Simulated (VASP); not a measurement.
# GePt (Pnma) in VASP: electric field gradients with PBE

Aim: the electric field gradients of GePt with PBE.

Program: VASP 6.6.1. These are calculated values, not measurements. Logs are shortened: lines on timing, memory, paths and dates and some standing lists are left out, and cuts for length are marked.

### 1 The cell of the first run

It takes space group Pnma (No. 62, orthorhombic). The conventional cell has a = 5.732 Å, b = 3.701 Å, c = 6.088 Å, α = 90.00°, β = 90.00°, γ = 90.00°. Ge (site symmetry m) has 6 Pt at 2.50 to 2.63 Å and 2 Ge at 3.10 Å within 3.3 Å. Within 3.3 Å of Pt (site symmetry m) lie 6 Ge at 2.50 to 2.63 Å and 4 Pt at 2.94 to 3.01 Å.

### 2 Electric field gradients, PBE

INCAR reads:

```
PREC = Accurate
ENCUT = 520
EDIFF = 1E-8
ISMEAR = -1
SIGMA = 0.02
LREAL = F
LASPH = T
NELM = 100
ALGO = Normal
ISIF = 2
LWAVE = F
LCHARG = F
GGA = PE
LEFG = T
NBANDS = 58
```

KPOINTS reads:

```
regular mesh
0
Gamma
  8 12 7
```

POSCAR reads:

```
GePt
1.0
    5.7320000000      0.0000000000      0.0000000000
    0.0000000000      3.7010000000      0.0000000000
    0.0000000000      0.0000000000      6.0880000000
Ge Pt
4 4
Direct
    0.8050000000      0.7500000000      0.5900000000
    0.1950000000      0.2500000000      0.4100000000
    0.6950000000      0.2500000000      0.0900000000
    0.3050000000      0.7500000000      0.9100000000
    0.9900000000      0.7500000000      0.1950000000
    0.0100000000      0.2500000000      0.8050000000
    0.5100000000      0.2500000000      0.6950000000
    0.4900000000      0.7500000000      0.3050000000
```

Potentials or basis: VASP PAW PBE potentials, release 64 (Ge_d, Pt).

Command:

```sh
$ cat potpaw_PBE.64/Ge_d/POTCAR potpaw_PBE.64/Pt/POTCAR > POTCAR
$ mpirun -np 1 vasp_std > vasp.out
```

OUTCAR:

```text
PREC = Accurate
   ENCUT = 520
   EDIFF = 1E-8
   ISMEAR = -1
   LREAL = F
   LASPH = T
   NELM = 100
   ISIF = 2
   GGA = PE

 ion  position               nearest neighbor table
   1  0.805  0.750  0.590-   8 2.50   6 2.55   6 2.55   7 2.59   7 2.59   5 2.63
   2  0.195  0.250  0.410-   7 2.50   5 2.55   5 2.55   8 2.59   8 2.59   6 2.63
   3  0.695  0.250  0.090-   6 2.50   8 2.55   8 2.55   5 2.59   5 2.59   7 2.63
   4  0.305  0.750  0.910-   5 2.50   7 2.55   7 2.55   6 2.59   6 2.59   8 2.63
   5  0.990  0.750  0.195-   4 2.50   2 2.55   2 2.55   3 2.59   3 2.59   1 2.63   8 2.94   8 2.94
                             6 3.01   6 3.01
   6  0.010  0.250  0.805-   3 2.50   1 2.55   1 2.55   4 2.59   4 2.59   2 2.63   7 2.94   7 2.94
                             5 3.01   5 3.01
   7  0.510  0.250  0.695-   2 2.50   4 2.55   4 2.55   1 2.59   1 2.59   3 2.63   6 2.94   6 2.94
                             8 3.01   8 3.01
   8  0.490  0.750  0.305-   1 2.50   3 2.55   3 2.55   2 2.59   2 2.59   4 2.63   5 2.94   5 2.94
                             7 3.01   7 3.01

  LATTYP: Found a simple orthorhombic cell.
 ALAT       =     3.7010000000
 B/A-ratio  =     1.5487706025
 C/A-ratio  =     1.6449608214

  Lattice vectors:

 A1 = (   0.0000000000,  -3.7010000000,   0.0000000000)
 A2 = (   5.7320000000,   0.0000000000,   0.0000000000)
 A3 = (   0.0000000000,   0.0000000000,   6.0880000000)

Analysis of symmetry for initial positions (statically):
=====================================================================
 Subroutine PRICEL returns:
 Original cell was already a primitive cell.

 Routine SETGRP: Setting up the symmetry group for a
 simple orthorhombic supercell.

 Subroutine GETGRP returns: Found  8 space group operations
 (whereof  2 operations were pure point group operations)
 out of a pool of  8 trial point group operations.

The static configuration has the point symmetry S_2 .
 The point group associated with its full space group is D_2h.

Analysis of symmetry for dynamics (positions and initial velocities):
=====================================================================
 Subroutine PRICEL returns:
 Original cell was already a primitive cell.

 Routine SETGRP: Setting up the symmetry group for a
 simple orthorhombic supercell.

 Subroutine GETGRP returns: Found  8 space group operations
 (whereof  2 operations were pure point group operations)
 out of a pool of  8 trial point group operations.

The dynamic configuration has the point symmetry S_2 .
 The point group associated with its full space group is D_2h.

 Subroutine INISYM returns: Found  8 space group operations
 (whereof  2 operations are pure point group operations),
 and found     1 'primitive' translations

----------------------------------------------------------------------------------------

                                     Primitive cell

  volume of cell :     129.1516

  direct lattice vectors                    reciprocal lattice vectors
     5.732000000  0.000000000  0.000000000     0.174459177  0.000000000  0.000000000
     0.000000000  3.701000000  0.000000000     0.000000000  0.270197244  0.000000000
     0.000000000  0.000000000  6.088000000     0.000000000  0.000000000  0.164257556

  length of vectors
     5.732000000  3.701000000  6.088000000     0.174459177  0.270197244  0.164257556

  position of ions in fractional coordinates (direct lattice)
     0.805000000  0.750000000  0.590000000
     0.195000000  0.250000000  0.410000000
     0.695000000  0.250000000  0.090000000
     0.305000000  0.750000000  0.910000000
     0.990000000  0.750000000  0.195000000
     0.010000000  0.250000000  0.805000000
     0.510000000  0.250000000  0.695000000
     0.490000000  0.750000000  0.305000000

  ion indices of the primitive-cell ions
   primitive index   ion index
                 1           1
                 2           2
                 3           3
                 4           4
                 5           5
                 6           6
                 7           7
                 8           8
[... 79 lines left out ...]
   ISYM   =      2    0-nonsym 1-usesym 2-fastsym
   POTIM  = 0.5000    time-step for ionic-motion
   TEBEG  =    0.0;   TEEND  =   0.0 temperature during run
   PSTRESS=    0.0 pullay stress
   NELECT =      96.0000    total number of electrons
   NUPDOWN=      -1.0000    fix difference up-down
   EMIN   =  10.00;   EMAX   =-10.00  energy-range for DOS
   EFERMI =   0.00;   METHOD = LEGACY
   ISMEAR =    -1;   SIGMA  =   0.02  broadening in eV -4-tet -1-fermi 0-gaus
   EFERMI_NEDOS =   21; number of points for ismear=-14 and -15
   IALGO  =     38    algorithm
   IMIX   =      4    mixing-type and parameters
     AMIX     =   0.40;   BMIX     =  1.00
     AMIX_MAG =   1.60;   BMIX_MAG =  1.00
  volume/ion in A,a.u.               =      16.14       108.94
  Fermi-wavevector in a.u.,A,eV,Ry     =   1.482969  2.802404 29.921874  2.199196
  Thomas-Fermi vector in A             =   2.596689
   LORBIT       =      0    0 simple, 1 ext, 2 COOP (PROOUT), +10 PAW based schemes
   GGA     = PE    functional components
   LHFCALC =     F    Hartree Fock is set to
   AEXX    =    0.0000 exact exchange contribution
   IVDW    =     0    specifies the selected vdW correction
   LEPSILON=     F    determine dielectric tensor
   LRPA    =     F    only Hartree local field effects (RPA)
 non-spin polarized calculation
  energy-cutoff  :      520.00
  volume of cell :      129.15
 maximum number of plane-waves:      3514
 NGX is ok and might be reduce to    48
   NGX = 21   NGY = 13   NGZ = 23

 number of electron      96.0000031 magnetization

 Free energy of the ion-electron system (eV)
  ---------------------------------------------------
  ext. energy  EPLUGINS =         0.00000000
  ---------------------------------------------------
  free energy    TOTEN  =       -45.97383465 eV

  energy without entropy =      -45.97131088  energy(sigma->0) =      -45.97257277

 E-fermi :   9.7981     XC(G=0): -12.4614

 val. band max:        9.7941712262   @ k =   0.3750   0.1667   0.4286
 cond. band min:       9.8037423977   @ k =   0.5000   0.0000   0.1429
 fundamental gap:      0.0095711715
 Fermi energy:         9.7981398423

 k-point     1 :       0.0000    0.0000    0.0000
  band No.  band energies     occupation
      1     -15.3973      2.00000
      2     -15.3920      2.00000
      3     -15.3893      2.00000
      4     -15.3869      2.00000
      5     -15.3812      2.00000
      6     -15.3672      2.00000
[... 1453 lines left out ...]
     57      15.1087      0.00000
     58      16.2016      0.00000

 [... further k-points ...]

------------------------ aborting loop because EDIFF is reached ----------------------------------------

  FORCE on cell =-STRESS in cart. coord.  units (eV):
  Direction    XX          YY          ZZ          XY          YZ          ZX
  --------------------------------------------------------------------------------------
  -------------------------------------------------------------------------------------
  Total        6.9641148      6.5046932      5.7221681     -0.0000000      0.0000000      0.0000000
  in kB       86.3926092     80.6933026     70.9857677     -0.0000000      0.0000000      0.0000000
  external PRESSURE =      79.3572265 kB  Pullay stress =       0.0000000 kB

 VOLUME and BASIS-vectors are now :
 -----------------------------------------------------------------------------
  energy-cutoff  :      520.00
  volume of cell :      129.15
      direct lattice vectors                 reciprocal lattice vectors
     5.732000000  0.000000000  0.000000000     0.174459177  0.000000000  0.000000000
     0.000000000  3.701000000  0.000000000     0.000000000  0.270197244  0.000000000
     0.000000000  0.000000000  6.088000000     0.000000000  0.000000000  0.164257556

 POSITION                                       TOTAL-FORCE (eV/Angst)
 -----------------------------------------------------------------------------------
      4.61426      2.77575      3.59192         0.442911      0.000000     -0.080392
      1.11774      0.92525      2.49608        -0.442911     -0.000000      0.080392
      3.98374      0.92525      0.54792        -0.442911     -0.000000     -0.080392
      1.74826      2.77575      5.54008         0.442911     -0.000000      0.080392
      5.67468      2.77575      1.18716         0.216037     -0.000000     -0.011180
      0.05732      0.92525      4.90084        -0.216037      0.000000      0.011180
      2.92332      0.92525      4.23116        -0.216037     -0.000000     -0.011180
      2.80868      2.77575      1.85684         0.216037      0.000000      0.011180
 -----------------------------------------------------------------------------------
    total drift:                                0.000000      0.000000     -0.000000

  FREE ENERGIE OF THE ION-ELECTRON SYSTEM (eV)
  ---------------------------------------------------
  free  energy   TOTEN  =       -45.9738346510 eV

  energy  without entropy=      -45.9713108803  energy(sigma->0) =      -45.97257277

 Electric field gradients (V/A^2)
---------------------------------------------------------------------
 ion       V_xx      V_yy      V_zz      V_xy      V_xz      V_yz
---------------------------------------------------------------------
   1      -9.814    -4.390    14.205     0.000   -51.107    -0.000
   2      -9.814    -4.390    14.205     0.000   -51.107     0.000
   3      -9.814    -4.390    14.205    -0.000    51.107     0.000
   4      -9.814    -4.390    14.205    -0.000    51.107     0.000
   5     -54.018    60.444    -6.427     0.000     6.742    -0.000
   6     -54.018    60.444    -6.427     0.000     6.742     0.000
   7     -54.018    60.444    -6.427    -0.000    -6.742     0.000
   8     -54.018    60.444    -6.427    -0.000    -6.742    -0.000
---------------------------------------------------------------------

 Electric field gradients after diagonalization (V/A^2)
 (convention: |V_zz| > |V_xx| > |V_yy|)
----------------------------------------------------------------------
 ion       V_xx      V_yy      V_zz     asymmetry (V_yy - V_xx)/ V_zz
----------------------------------------------------------------------
   1     -50.304    -4.390    54.695       0.839
   2     -50.304    -4.390    54.695       0.839
   3     -50.304    -4.390    54.695       0.839
   4     -50.304    -4.390    54.695       0.839
   5     -54.954    -5.490    60.444       0.818
   6     -54.954    -5.490    60.444       0.818
   7     -54.954    -5.490    60.444       0.818
   8     -54.954    -5.490    60.444       0.818
----------------------------------------------------------------------

           NMR quadrupolar parameters

 Cq : quadrupolar parameter    Cq=e*Q*V_zz/h
 eta: asymmetry parameters     (V_yy - V_xx)/ V_zz
 Q  : nuclear electric quadrupole moment in mb (millibarn)
----------------------------------------------------------------------
 ion       Cq(MHz)       eta       Q (mb)
----------------------------------------------------------------------
   1       0.132       0.839       1.000
   2       0.132       0.839       1.000
   3       0.132       0.839       1.000
   4       0.132       0.839       1.000
   5       0.146       0.818       1.000
   6       0.146       0.818       1.000
   7       0.146       0.818       1.000
   8       0.146       0.818       1.000
----------------------------------------------------------------------
```

It took 13 min on 1 thread of AMD EPYC 9R45 (Zen 5), shared host; peak memory 0.78 GiB.

What came out:

| Quantity | Value |
| --- | --- |
| Free energy | -45.9738 eV |
| Pressure | 7.9 GPa |
| Largest force | 0.450 eV/Å |
| Band gap on the k mesh | zero (bands 48 and 49 overlap by 1.67 eV) |
| Largest electric field gradient by atom | Ge +54.7; Pt +60.4 V/Å² |

Forces on the atoms (eV/Å):
```
Ge   0.443  0.000 -0.080
Ge  -0.443  0.000  0.080
Ge  -0.443  0.000 -0.080
Ge   0.443  0.000  0.080
Pt   0.216  0.000 -0.011
Pt  -0.216  0.000  0.011
Pt  -0.216  0.000 -0.011
Pt   0.216  0.000  0.011
```

Electric field gradients, principal values (V/Å²):
| atom | least | middle | greatest (by size) |
| --- | --- | --- | --- |
| 1 Ge | -4.390 | -50.304 | 54.695 |
| 2 Ge | -4.390 | -50.304 | 54.695 |
| 3 Ge | -4.390 | -50.304 | 54.695 |
| 4 Ge | -4.390 | -50.304 | 54.695 |
| 5 Pt | -5.490 | -54.954 | 60.444 |
| 6 Pt | -5.490 | -54.954 | 60.444 |
| 7 Pt | -5.490 | -54.954 | 60.444 |
| 8 Pt | -5.490 | -54.954 | 60.444 |

Caveat: the cell stands under pressure; without QUAD_EFG the Cq values of the log hold for a quadrupole moment of 1 mb, not for the nuclei; spin-orbit coupling is left out, which moves the levels of the heavy elements.
